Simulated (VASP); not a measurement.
**Pr: single point with PBE**

The system is Pr.

```
Pr
1.0
     3.57754    0.00000    0.00000
    -1.78877    3.09824    0.00000
     0.00000    0.00000   11.68562
Pr
4
Direct
  0.00000 0.00000 0.00000
  0.00000 0.00000 0.50000
  0.33333 0.66667 0.75000
  0.66667 0.33333 0.25000
```

* Program: VASP 6.6.1
* Task: single point
* Functional: PBE
* Potentials or basis: VASP PAW PBE potentials, release 64 (Pr)
* Cutoff: 520 eV
* k mesh: 5 × 5 × 2
* Occupations: fermi-dirac, width 0.1 eV
* Spin: collinear spin, ferromagnetic start
* Starting moments: [2.369, 2.369, 2.355, 2.355] μB

- Pressure: 0.4 GPa
- Net moment: 10.67 μB per cell
- Site moments: Pr +2.17, +2.18 μB
- Valence electrons inside the program's atomic spheres: Pr 10.05, 10.04

Stress tensor (GPa, compression positive):
```
 0.73  0.00  0.00
 0.00  0.73  0.00
 0.00  0.00 -0.35
```

Levels at points of the mesh, in eV from the Fermi level:
Spin up:
| k point | band 28 | band 29 | band 30 | band 31 | band 32 | band 33 | band 34 | band 35 | band 36 | band 37 |
| --- | --- | --- | --- | --- | --- | --- | --- | --- | --- | --- |
| (0.00, 0.00, 0.00) | -0.05 | -0.02 | -0.02 | 0.00 | 0.07 | 0.07 | 0.14 | 0.17 | 0.25 | 0.25 |
| (0.00, 0.00, 0.50) | -0.10 | 0.04 | 0.04 | 0.04 | 0.04 | 0.14 | 0.14 | 0.25 | 0.25 | 0.32 |
Spin down:
```
           k point  band 18  band 19  band 20  band 21  band 22  band 23
(0.00, 0.00, 0.00)    -1.65    -1.64    -1.39     0.76     1.03     1.14
(0.00, 0.00, 0.50)    -2.63    -1.34    -1.34     1.00     1.00     1.20
```

It took 35 min on 1 thread of Oxide Virtual Turin-like Processor (shared host), peak memory 0.31 GiB.

Caveat: the k points lie up to 0.41 Å⁻¹ apart; the magnetic or orbital state may not be the lowest; spin-orbit coupling is left out, which moves the levels of the heavy elements. The state reached can hang on the start; a lower one may exist.
